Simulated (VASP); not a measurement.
# Os (Fm-3m) in VASP: a series of runs

The runs below take Os through single point, with PBEsol.

Everything below comes from runs of VASP 6.6.1. Logs are shortened: lines on timing, memory, paths and dates and some standing lists are left out, and cuts for length are marked.

### 1 The cell of the first run

Symmetry: Fm-3m, No. 225, cubic system. The conventional cell has a = 3.820 Å, b = 3.820 Å, c = 3.820 Å, α = 90.00°, β = 90.00°, γ = 90.00°. Os (site symmetry m-3m) has 12 Os at 2.70 Å within 3.6 Å.

### 2 Single point, PBEsol

Input file INCAR:

```
SYSTEM = Os
ALGO = Normal
EDIFF = 1E-6
ENCUT = 520
GGA = PS
ISIF = 2
ISMEAR = -1
LASPH = .True.
LCHARG = .True.
LELF = .True.
LREAL = .False.
LVHAR = .True.
LWAVE = .False.
NBANDS = 10
NELM = 100
PREC = Accurate
SIGMA = 0.05
```

Input file KPOINTS:

```
k-points
0
Gamma
  19 19 19
  0 0 0
```

Input file POSCAR:

```
Os
1.0
    0.0000000000      1.9101093846      1.9101093846
    1.9101093846      0.0000000000      1.9101093846
    1.9101093846      1.9101093846      0.0000000000
Os
1
Direct
    0.0000000000      0.0000000000      0.0000000000
```

Potentials or basis: VASP PAW PBE potentials, release 64 (Os).

On the command line:

```bash
$ cat potpaw_PBE.64/Os/POTCAR > POTCAR
$ mpirun -np 1 vasp_std > vasp.out
```

OUTCAR:

```text
SYSTEM = Os
   EDIFF = 1E-6
   ENCUT = 520
   GGA = PS
   ISIF = 2
   ISMEAR = -1
   LASPH = .True.
   LREAL = .False.
   NELM = 100
   PREC = Accurate

 ion  position               nearest neighbor table
   1  0.000  0.000  0.000-

  LATTYP: Found a face centered cubic cell.
 ALAT       =     3.8202187692

  Lattice vectors:

 A1 = (   0.0000000000,   1.9101093846,   1.9101093846)
 A2 = (   1.9101093846,   0.0000000000,   1.9101093846)
 A3 = (   1.9101093846,   1.9101093846,   0.0000000000)

Analysis of symmetry for initial positions (statically):
=====================================================================
 Subroutine PRICEL returns:
 Original cell was already a primitive cell.

 Routine SETGRP: Setting up the symmetry group for a
 face centered cubic supercell.

 Subroutine GETGRP returns: Found 48 space group operations
 (whereof 48 operations were pure point group operations)
 out of a pool of 48 trial point group operations.

The static configuration has the point symmetry O_h .

Analysis of symmetry for dynamics (positions and initial velocities):
=====================================================================
 Subroutine PRICEL returns:
 Original cell was already a primitive cell.

 Routine SETGRP: Setting up the symmetry group for a
 face centered cubic supercell.

 Subroutine GETGRP returns: Found 48 space group operations
 (whereof 48 operations were pure point group operations)
 out of a pool of 48 trial point group operations.

The dynamic configuration has the point symmetry O_h .

 Subroutine INISYM returns: Found 48 space group operations
 (whereof 48 operations are pure point group operations),
 and found     1 'primitive' translations

----------------------------------------------------------------------------------------

                                     Primitive cell

  volume of cell :      13.9381

  direct lattice vectors                    reciprocal lattice vectors
     0.000000000  1.910109385  1.910109385    -0.261765114  0.261765114  0.261765114
     1.910109385  0.000000000  1.910109385     0.261765114 -0.261765114  0.261765114
     1.910109385  1.910109385  0.000000000     0.261765114  0.261765114 -0.261765114

  length of vectors
     2.701302597  2.701302597  2.701302597     0.453390476  0.453390476  0.453390476

  position of ions in fractional coordinates (direct lattice)
     0.000000000  0.000000000  0.000000000

  ion indices of the primitive-cell ions
   primitive index   ion index
[... 72 lines left out ...]
   NELM   =    100;   NELMIN=  2; NELMDL= -5     # of ELM steps
   EDIFF  = 0.1E-05   stopping-criterion for ELM
   LREAL  =      F    real-space projection
   EDIFFG = 0.1E-04   stopping-criterion for IOM
   NSW    =      0    number of steps for IOM
   IBRION =     -1    ionic relax: 0-MD 1-quasi-New 2-CG
   NFREE  =      0    steps in history (QN), initial steepest desc. (CG)
   ISIF   =      2    stress and relaxation
   ISYM   =      2    0-nonsym 1-usesym 2-fastsym
   POTIM  = 0.5000    time-step for ionic-motion
   TEBEG  =    0.0;   TEEND  =   0.0 temperature during run
   PSTRESS=    0.0 pullay stress
   NELECT =       8.0000    total number of electrons
   NUPDOWN=      -1.0000    fix difference up-down
   EMIN   =  10.00;   EMAX   =-10.00  energy-range for DOS
   EFERMI =   0.00;   METHOD = LEGACY
   ISMEAR =    -1;   SIGMA  =   0.05  broadening in eV -4-tet -1-fermi 0-gaus
   EFERMI_NEDOS =   21; number of points for ismear=-14 and -15
   IALGO  =     38    algorithm
   IMIX   =      4    mixing-type and parameters
     AMIX     =   0.40;   BMIX     =  1.00
     AMIX_MAG =   1.60;   BMIX_MAG =  1.00
  volume/ion in A,a.u.               =      13.94        94.06
  Fermi-wavevector in a.u.,A,eV,Ry     =   1.360515  2.571000 25.184389  1.851000
  Thomas-Fermi vector in A             =   2.487170
   LORBIT       =      0    0 simple, 1 ext, 2 COOP (PROOUT), +10 PAW based schemes
   GGA     = PS    functional components
   LHFCALC =     F    Hartree Fock is set to
   AEXX    =    0.0000 exact exchange contribution
   IVDW    =     0    specifies the selected vdW correction
   LEPSILON=     F    determine dielectric tensor
   LRPA    =     F    only Hartree local field effects (RPA)
 non-spin polarized calculation
  energy-cutoff  :      520.00
  volume of cell :       13.94
 maximum number of plane-waves:       388
   NGX =  9   NGY =  9   NGZ =  9

 number of electron       7.9999999 magnetization

 Free energy of the ion-electron system (eV)
  ---------------------------------------------------
  ext. energy  EPLUGINS =         0.00000000
  ---------------------------------------------------
  free energy    TOTEN  =       -12.10683669 eV

  energy without entropy =      -12.10204813  energy(sigma->0) =      -12.10444241

 E-fermi :   9.2813     XC(G=0): -14.1732

 val. band max:        9.2807591487   @ k =   0.4737   0.4211   0.0526
 cond. band min:       9.2980031948   @ k =   0.0000   0.0000   0.0000
 fundamental gap:      0.0172440462
 Fermi energy:         9.2812686179

 k-point     1 :       0.0000    0.0000    0.0000
  band No.  band energies     occupation
      1      -1.6685      2.00000
      2       6.2071      2.00000
      3       6.2071      2.00000
      4       6.2071      2.00000
      5       9.2980      0.83420
      6       9.2980      0.83420
      7      23.5063      0.00000
      8      29.3363      0.00000
      9      29.3363      0.00000
     10      29.3363      0.00000
[... 287 lines left out ...]
 k-point    24 :      -0.2632    0.0526    0.0000
  band No.  band energies     occupation
      1       1.0928      2.00000
      2       5.5788      2.00000
      3       6.5753      2.00000
      4       6.6927      2.00000
      5       9.3199      0.63173
      6      10.3168      0.00000
      7      22.8775      0.00000
      8      26.7187      0.00000
      9      32.5873      0.00000
     10      33.2535      0.00000

 [... further k-points ...]
[... 5 lines left out ...]
  --------------------------------------------------------------------------------------
  -------------------------------------------------------------------------------------
  Total        0.0478364      0.0478364      0.0478364     -0.0000000      0.0000000     -0.0000000
  in kB        5.4987564      5.4987564      5.4987564     -0.0000000      0.0000000     -0.0000000
  external PRESSURE =       5.4987564 kB  Pullay stress =       0.0000000 kB

 VOLUME and BASIS-vectors are now :
 -----------------------------------------------------------------------------
  energy-cutoff  :      520.00
  volume of cell :       13.94
      direct lattice vectors                 reciprocal lattice vectors
     0.000000000  1.910109385  1.910109385    -0.261765114  0.261765114  0.261765114
     1.910109385  0.000000000  1.910109385     0.261765114 -0.261765114  0.261765114
     1.910109385  1.910109385  0.000000000     0.261765114  0.261765114 -0.261765114

 POSITION                                       TOTAL-FORCE (eV/Angst)
 -----------------------------------------------------------------------------------
      0.00000      0.00000      0.00000        -0.000000     -0.000000      0.000000
 -----------------------------------------------------------------------------------
    total drift:                                0.000000      0.000000     -0.000000

  FREE ENERGIE OF THE ION-ELECTRON SYSTEM (eV)
  ---------------------------------------------------
  free  energy   TOTEN  =       -12.1068366886 eV

  energy  without entropy=      -12.1020481274  energy(sigma->0) =      -12.10444241
```

OSZICAR:

```text
N       E                     dE             d eps       ncg     rms          rms(c)
DAV:   1     0.355236486806E+02    0.35524E+02   -0.42116E+03  4512   0.745E+02
DAV:   2    -0.118018115932E+02   -0.47325E+02   -0.43990E+02  4550   0.200E+02
DAV:   3    -0.128603369632E+02   -0.10585E+01   -0.10533E+01  5274   0.282E+01
DAV:   4    -0.128629958269E+02   -0.26589E-02   -0.26585E-02  4766   0.154E+00
DAV:   5    -0.128630046369E+02   -0.88100E-05   -0.88098E-05  4920   0.827E-02    0.173E+01
DAV:   6    -0.122799342021E+02    0.58307E+00   -0.63424E-01  5282   0.630E+00    0.777E+00
DAV:   7    -0.121115598066E+02    0.16837E+00   -0.44352E-01  5464   0.501E+00    0.457E-01
DAV:   8    -0.121088800937E+02    0.26797E-02   -0.19635E-03  4574   0.366E-01    0.354E-01
DAV:   9    -0.121068478903E+02    0.20322E-02   -0.11136E-03  4872   0.369E-01    0.173E-02
DAV:  10    -0.121068413891E+02    0.65011E-05   -0.13911E-05  4758   0.271E-02    0.892E-03
DAV:  11    -0.121068367528E+02    0.46363E-05   -0.12634E-06  4090   0.165E-02    0.253E-03
DAV:  12    -0.121068366886E+02    0.64275E-07   -0.93353E-09  2304   0.853E-04
   1 F= -.12106837E+02 E0= -.12104442E+02  d E =-.478856E-02
```

Run time: 30 s. Hardware: 1 thread of Intel Xeon Platinum 8375C at 2.90GHz (Ice Lake), shared host; peak memory 0.15 GiB.

What came out:

```yaml
Free_energy: -12.1068 eV
Pressure: 0.5 GPa
Band_gap_on_the_k_mesh: zero (band 4 reaches 11.68 eV, above the bottom of band 5 at 7.83 eV)
```

Levels at points of the mesh, in eV from the Fermi level:
```csv
k point,band 1,band 2,band 3,band 4,band 5,band 6,band 7,band 8
"(0.00, 0.00, 0.00)",-10.95,-3.07,-3.07,-3.07,0.02,0.02,14.23,20.06
```

Caveat: the PAW data sets were made with another functional, which shifts forces and pressure a little; spin-orbit coupling is left out, which moves the levels of the heavy elements.

### 3 Single point, PBEsol

This run uses another cell than the first one, of 14.22 Å³/atom, 1.020 times its volume.

Input file INCAR:

```
SYSTEM = Os
PREC = Accurate ; ENCUT = 520
EDIFF = 1E-6 ; ISMEAR = -1
SIGMA = 0.05 ; LREAL = .False.
LASPH = .True. ; NELM = 100
ALGO = Normal ; ISIF = 2
LWAVE = .False. ; LCHARG = .False.
GGA = PS ; NBANDS = 10
```

Input file KPOINTS:

```
regular mesh
0
Gamma
  19 19 19
  0 0 0
```

Input file POSCAR:

```
Os
1.0
    0.0000000000      1.9227594843      1.9227594843
    1.9227594843      0.0000000000      1.9227594843
    1.9227594843      1.9227594843      0.0000000000
Os
1
Direct
    0.0000000000      0.0000000000      0.0000000000
```

Potentials or basis: VASP PAW PBE potentials, release 64 (Os).

On the command line:

```bash
$ cat potpaw_PBE.64/Os/POTCAR > POTCAR
$ mpirun -np 1 vasp_std > vasp.out
```

Run time: 24 s. Hardware: 1 thread of Intel Xeon Platinum 8375C at 2.90GHz (Ice Lake), shared host; peak memory 0.15 GiB.

Results (log left out):

```yaml
Free_energy: -12.1007 eV
Pressure: -7.7 GPa
Band_gap_on_the_k_mesh: zero (band 4 reaches 11.30 eV, above the bottom of band 5 at 7.57 eV)
```

Levels at points of the mesh, in eV from the Fermi level:
```
           k point  band 1  band 2  band 3  band 4  band 5  band 6  band 7  band 8
(0.00, 0.00, 0.00)  -10.77   -2.98   -2.98   -2.98    0.01    0.01   14.24   19.95
```

Caveat: the PAW data sets were made with another functional, which shifts forces and pressure a little; spin-orbit coupling is left out, which moves the levels of the heavy elements.

### 4 Single point, PBEsol

This run uses another cell than the first one, of 13.66 Å³/atom, 0.980 times its volume.

Input file INCAR:

```
PREC     = Accurate       # precision mode
ENCUT    = 520            # plane-wave cutoff, eV
EDIFF    = 1E-6           # SCF threshold, eV
ISMEAR   = -1             # smearing method
SIGMA    = 0.05           # smearing width, eV
LREAL    = F              # projectors in reciprocal space
LASPH    = T              # aspherical terms in the spheres
NELM     = 60             # most SCF steps
ALGO     = Normal         # electronic algorithm
ISIF     = 2              # what is computed and relaxed
LWAVE    = F              # write WAVECAR
LCHARG   = T              # write CHGCAR
GGA      = PS             # functional
LELF     = T              # ELF
LVHAR    = T            
NBANDS   = 10             # bands
```

Input file KPOINTS:

```
regular mesh
0
Gamma
  20 20 20
```

Input file POSCAR:

```
Os
1.0
    0.0000000000      1.8972894723      1.8972894723
    1.8972894723      0.0000000000      1.8972894723
    1.8972894723      1.8972894723      0.0000000000
Os
1
Direct
    0.0000000000      0.0000000000      0.0000000000
```

On the command line:

```bash
$ cat potpaw_PBE.64/Os/POTCAR > POTCAR
$ mpirun -np 1 vasp_std > vasp.out
```

Wall time 31 s (1 thread of Intel Xeon Platinum 8375C at 2.90GHz (Ice Lake), shared host); peak memory 0.16 GiB.

It converged, with:

| Quantity | Value |
| --- | --- |
| Free energy | -12.0911 eV |
| Pressure | 10.0 GPa |
| Band gap on the k mesh | zero (band 4 reaches 12.10 eV, above the bottom of band 5 at 7.94 eV) |

Levels at points of the mesh, in eV from the Fermi level:
```tsv
k point	band 1	band 2	band 3	band 4	band 5	band 6	band 7	band 8	band 9
(0.00, 0.00, 0.00)	-11.14	-3.17	-3.17	-3.17	0.03	0.03	14.21	20.16	20.16
(0.50, 0.00, 0.00)	-8.00	-3.33	-3.33	-0.29	2.54	2.54	9.29	13.74	20.60
(0.50, 0.50, 0.00)	-7.93	-7.19	2.36	2.51	3.26	3.26	12.39	12.39	12.66
```

Caveat: the PAW data sets were made with another functional, which shifts forces and pressure a little; spin-orbit coupling is left out, which moves the levels of the heavy elements.

### 5 Overview

| cell | k mesh | gap on the mesh (eV) | pressure (GPa) |
| --- | --- | --- | --- |
| a = 2.701 Å, angles 60.0°, 1 atom | 19 × 19 × 19 | none | 0.5 |
| a = 2.719 Å, angles 60.0°, 1 atom | 19 × 19 × 19 | none | -7.7 |
| a = 2.683 Å, angles 60.0°, 1 atom | 20 × 20 × 20 | none | 10.0 |

Alike in all rows: task single point; level PBEsol; potentials or basis VASP PAW PBE potentials, release 64 (Os); no spin polarisation; cutoff (eV) 520; smearing fermi-dirac 0.05 eV.

Caveats: the PAW data sets were made with another functional, which shifts forces and pressure a little; spin-orbit coupling is left out, which moves the levels of the heavy elements.

Total energies depend on the potentials used, so only differences within one code and one set of settings carry meaning.
